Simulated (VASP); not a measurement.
# Cu2O: single point with PBE

Cu2O:

```
CELL_PARAMETERS angstrom
4.29822 0.00000 0.00000
0.00000 4.29822 0.00000
0.00000 0.00000 4.29822
ATOMIC_POSITIONS crystal
Cu 0.25000 0.25000 0.75000
Cu 0.75000 0.25000 0.25000
Cu 0.25000 0.75000 0.25000
Cu 0.75000 0.75000 0.75000
O 0.50000 0.50000 0.50000
O 0.00000 0.00000 0.00000
```

```
Program             : VASP 6.6.1
Task                : single point
Functional          : PBE
Potentials or basis : VASP PAW PBE potentials, release 64 (Cu, O)
Cutoff              : 600 eV
k mesh              : 8 × 8 × 8
Occupations         : gaussian, width 0.02 eV
Spin                : no spin polarisation
```

- Pressure: 0.6 GPa
- Band gap on the k mesh: 0.48 eV

Levels at points of the mesh, in eV from the valence-band top:
```tsv
k point	band 25	band 26	band 27	band 28	band 29	band 30	band 31	band 32
(0.00, 0.00, 0.00)	-1.51	0.00	0.00	0.00	0.48	1.34	1.34	7.79
(0.50, 0.00, 0.00)	-1.15	-1.15	-0.38	-0.38	2.21	2.21	4.25	4.25
(0.50, 0.50, 0.00)	-1.16	-1.16	-0.63	-0.63	1.91	1.91	3.81	3.81
(0.50, 0.50, 0.50)	-0.97	-0.55	-0.55	-0.55	2.51	2.51	2.51	4.80
```

Run time: 96 s on 1 thread of Intel(R) Xeon(R) Platinum 8375C CPU @ 2.90GHz (Ice Lake) (shared host), peak memory 0.25 GiB.

Caveat: semilocal functionals underestimate gaps, and a narrow one can read as zero. A k mesh can miss the band edges.
